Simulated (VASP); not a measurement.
Write the native input for VASP 6.6.1 that does the following.

| Item | Value |
| --- | --- |
| Task | relaxation of cell and atoms |
| Functional | PBEsol |
| Potentials or basis | VASP PAW PBE potentials, release 64 (Si, C) |
| Cutoff | 600 eV |
| k mesh | 10 × 10 × 5 |
| Occupations | fermi-dirac, width 0.05 eV |
| Spin | no spin polarisation |
| Target pressure | 20 GPa |
| Dipole correction | no |
| Further INCAR settings | ALGO = Normal; EDIFF = 1e-06; IBRION = 2; EDIFFG = -0.01; NSW = 60; ISIF = 3 |

The structure of SiC lies in POSCAR:

```
SiC
1.0
    3.0760000000      0.0000000000      0.0000000000
   -1.5380000000      2.6638941420      0.0000000000
    0.0000000000      0.0000000000      5.0480000000
Si C
2 2
Direct
    0.6666666667      0.3333333333      0.5000000000
    0.3333333333      0.6666666667      0.0000000000
    0.6666666667      0.3333333333      0.8850000000
    0.3333333333      0.6666666667      0.3850000000
```

One way to write it, as run:

INCAR

```
SYSTEM = SiC
PREC = Accurate ; ENCUT = 600
EDIFF = 1E-6 ; ISMEAR = -1
SIGMA = 0.05 ; LREAL = .False.
LASPH = .True. ; NELM = 60
ALGO = Normal ; ISIF = 3
LWAVE = .False. ; LCHARG = .False.
GGA = PS ; IBRION = 2
NSW = 60 ; EDIFFG = -0.01
PSTRESS = 200.0
```

KPOINTS

```
Automatic mesh
0
Gamma
  10 10 5
  0 0 0
```

Potentials or basis: VASP PAW PBE potentials, release 64 (Si, C).

Command:

```console
$ cat potpaw_PBE.64/Si/POTCAR potpaw_PBE.64/C/POTCAR > POTCAR
$ mpirun -np 1 vasp_std > vasp.out
```

Results of the run:

| Item | Value |
| --- | --- |
| Relaxed volume | 9.58 Å³/atom |
| Relaxed cell | a = 2.999 Å, b = 2.999 Å, c = 4.918 Å, α = 90.00°, β = 90.00°, γ = 120.00° |
| Space group after relaxing (to 0.1 Å) | P6_3mc (No. 186) |
| Energy change on relaxing (the run minimises the enthalpy) | +36.3 meV/atom |
| Ionic steps | 11 |
| Pressure after relaxing | 20.0 GPa |
| Largest force after relaxing | 0.007 eV/Å |
| Band gap on the k mesh | 2.15 eV (least direct gap 4.00 eV) |

Caveat: the cell is relaxed towards a set pressure, so the run minimises the enthalpy, not the energy; the PAW data sets were made with another functional, which shifts forces and pressure a little; an odd mesh through Γ misses points on the zone boundary, where band edges can lie.

It took 78 s on 1 thread of Intel(R) Xeon(R) Platinum 8559C (Emerald Rapids) (shared host), peak memory 0.19 GiB.
